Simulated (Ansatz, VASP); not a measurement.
**Two plane-wave programs on ZrB**

```
CELL_PARAMETERS angstrom
0.02616 2.32500 2.32500
2.35116 0.00000 2.35116
2.32500 2.32500 0.02616
ATOMIC_POSITIONS crystal
Zr 0.00000 0.00000 0.00000
B 0.50000 0.50000 0.50000
```

Change from the starting cell: strain +0.0225 x Voigt [0, 0, 0, 0, 1, 0], atoms carried along.

Alike in both runs: task single point; functional PBEsol; k mesh 18 × 18 × 18; occupations gaussian, width 0.15 eV; no spin polarisation.

```csv
,VASP,Ansatz
version,VASP 6.6.1,Ansatz 0.2.0
potentials or method,"VASP PAW PBE potentials, release 64 (Zr_sv, B), cutoff 520 eV","scalar-relativistic, plane waves, PAW"
valence electrons in the cell,15,15
```

Ansatz gave:

| Property | Result |
| --- | --- |
| gap on the k mesh at the Fermi level (eV) | none |
| pressure (GPa) | 29.4 |
| traceless stress, the component that is largest in VASP (GPa) | -1.30 |

Problem. What did VASP give for the same quantities?

Solution. gap on the k mesh at the Fermi level (eV): none; pressure (GPa): 29.7; traceless stress, the component that is largest in VASP (GPa): -1.29.

VASP's potentials were made for PBE, not for PBEsol. A gap of «none» marks a metal or a gap that the smearing closes. Both programs put the cell under a high pressure, so it lies far from rest at this level.
